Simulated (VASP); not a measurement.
Mg2SO, 4 atoms in the cell. The structure is tetragonal, space group P-4m2 (No. 115). Conventional cell: a = 3.613 Å, b = 3.613 Å, c = 4.801 Å, α = 90.00°, β = 90.00°, γ = 90.00°. O (site symmetry -4m2) has 4 Mg at 2.02 Å within 2.7 Å. Within 2.7 Å of Mg (site symmetry 2mm) lie 2 O at 2.02 Å and 2 S at 2.34 Å. Within 3.1 Å of S (site symmetry -4m2) lie 4 Mg at 2.34 Å.  This cell differs from its parent crystal: volume changed by -5%.

| Property | Result |
| --- | --- |
| Program | VASP 6.6.1 |
| Task | single point |
| Functional | PBE |
| Potentials or basis | VASP PAW PBE potentials, release 64 (O, Mg, S) |
| Cutoff | 520 eV |
| k mesh | 4 × 4 × 2 |
| Occupations | gaussian, width 0.01 eV |
| Spin | no spin polarisation |
| Dipole correction | no |
| Further INCAR settings | ALGO = Normal; EDIFF = 1e-06; NBANDS = 16 |

Potentials or basis: VASP PAW PBE potentials, release 64 (O, Mg, S).

The run is started by

```bash
$ cat potpaw_PBE.64/O/POTCAR potpaw_PBE.64/Mg/POTCAR potpaw_PBE.64/S/POTCAR > POTCAR
$ mpirun -np 1 vasp_std > vasp.out
```

Hardware: 1 thread of Intel Xeon 6975P-C, with other jobs on the host.

Problem. Estimate the wall time of this run.

Solution. Run time: 13 s on 1 thread of Intel Xeon 6975P-C, on a shared host, peak memory 0.17 GiB. Counts: scf iterations 14, k points 12.
